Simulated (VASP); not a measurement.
Here is a VASP 6.6.1 calculation.

The input INCAR:

```
PREC = Accurate ; ENCUT = 520
EDIFF = 1E-6 ; ISMEAR = -1
SIGMA = 0.05 ; LREAL = False
LASPH = True ; NELM = 60
ALGO = Normal ; ISIF = 2
LWAVE = False ; LCHARG = False
GGA = PE ; NBANDS = 32
```

The input KPOINTS:

```
regular mesh
0
Gamma
  6 6 6
```

The input POSCAR:

```
Sn3Se
1.0
    4.6777916979      0.0000000000      0.0000000000
    0.0000000000      4.6777916979      0.0000000000
    0.0000000000      0.0000000000      4.6777916979
Sn Se
3 1
Direct
    0.5000000000      0.5000000000      0.0000000000
    0.5000000000      0.0000000000      0.5000000000
    0.0000000000      0.5000000000      0.5000000000
    0.0000000000      0.0000000000      0.0000000000
```

Potentials or basis: VASP PAW PBE potentials, release 64 (Sn_d, Se).

Launch:

```bash
$ cat potpaw_PBE.64/Sn_d/POTCAR potpaw_PBE.64/Se/POTCAR > POTCAR
$ mpirun -np 1 vasp_std > vasp.out
```

Q: What does it give for the pressure?

A: 2.4 GPa.

Q: Estimate the band gap on the k mesh.

A: Zero (bands 24 and 25 overlap by 2.43 eV).

Caveat: spin-orbit coupling is left out, which moves the levels of the heavy elements.
